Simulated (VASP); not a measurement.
Wanted: the native input for a VASP 6.6.1 run.

- Task: single point
- Functional: PBE
- Potentials or basis: VASP PAW PBE potentials, release 64 (Al, P)
- Cutoff: 500 eV
- k mesh: 4 × 4 × 4
- Occupations: fermi-dirac, width 0.051704 eV
- Spin: collinear spin, zero start
- Starting moments: [0.0, 0.0] μB
- Dipole correction: no
- Further INCAR settings: ALGO = Normal; EDIFF = 1e-06; NBANDS = 15

The structure of AlP lies in POSCAR:

```
AlP
1.0
    0.0000000000      2.8075927966      2.8075927966
    2.8075927966      0.0000000000      2.8075927966
    2.8075927966      2.8075927966      0.0000000000
Al P
1 1
Direct
    0.0000000000      0.0000000000      0.0000000000
    0.7500000000      0.7500000000      0.7500000000
```

The input as run:

INCAR

```
SYSTEM = AlP
PREC     = Accurate       ! precision mode
ENCUT    = 500            ! plane-wave cutoff, eV
EDIFF    = 1E-6           ! SCF threshold, eV
ISMEAR   = -1             ! smearing method
SIGMA    = 0.051703999572871064 ! smearing width, eV
LREAL    = .False.        ! projectors in reciprocal space
LASPH    = .True.         ! aspherical terms in the spheres
NELM     = 200            ! most SCF steps
ALGO     = Normal         ! electronic algorithm
ISIF     = 2              ! what is computed and relaxed
LWAVE    = .False.        ! write WAVECAR
LCHARG   = .False.        ! write CHGCAR
ISPIN    = 2              ! spin polarisation
MAGMOM   = 0 0            ! initial moments
LORBIT   = 11             ! projections on sites
GGA      = PE             ! functional
NBANDS   = 15             ! bands
GGA_COMPAT= .False.
```

KPOINTS

```
regular mesh
0
Gamma
  4 4 4
  0 0 0
```

Potentials or basis: VASP PAW PBE potentials, release 64 (Al, P).

The run is started by

```sh
$ cat potpaw_PBE.64/Al/POTCAR potpaw_PBE.64/P/POTCAR > POTCAR
$ mpirun -np 1 vasp_std > vasp.out
```

Results of the run:

```yaml
Pressure: -4.0 GPa
Band_gap_on_the_k_mesh: 1.71 eV, indirect (least direct gap 2.59 eV)
Net_moment: 0.00 μB per cell
Valence_electrons_inside_the_program's_atomic_spheres: Al 0.74; P 2.56
```

Caveat: the k points lie up to 0.48 Å⁻¹ apart.

It took 13 s on 1 thread of Intel Xeon 6975P-C (shared host), peak memory 0.17 GiB.
